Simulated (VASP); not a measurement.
CuI:

```
CELL_PARAMETERS angstrom
4.05511 0.00000 0.00000
0.00000 4.05511 0.00000
0.00000 0.00000 6.34568
ATOMIC_POSITIONS crystal
Cu 0.50000 0.50000 0.00000
Cu 0.00000 0.00000 0.00000
I 0.50000 0.00000 0.26671
I 0.00000 0.50000 0.73329
```

Base run:

```yaml
Program: VASP 6.6.1
Functional: PBE
Potentials_or_basis: VASP PAW PBE potentials, release 64 (Cu, I)
Cutoff: 520 eV
k_mesh: 6 × 6 × 4
Occupations: gaussian, width 0.01 eV
Spin: no spin polarisation
```

Its results: band gap on the k mesh 1.59 eV; pressure 2.3 GPa; largest force 0.157 eV/Å.

Task: The run is repeated on the same cell with these changes: functional from PBE to r2SCAN. What comes out?

Result: Band gap on the k mesh 2.07 eV; pressure 1.1 GPa; largest force 0.006 eV/Å.

Caveats: spin-orbit coupling is left out, which moves the levels of the heavy elements; this functional lacks dispersion, which binds layers or chains, so the pressure and a relaxed spacing across them are unreliable (at least some runs); the PAW data sets were made with another functional, which shifts forces and pressure a little (at least some runs).

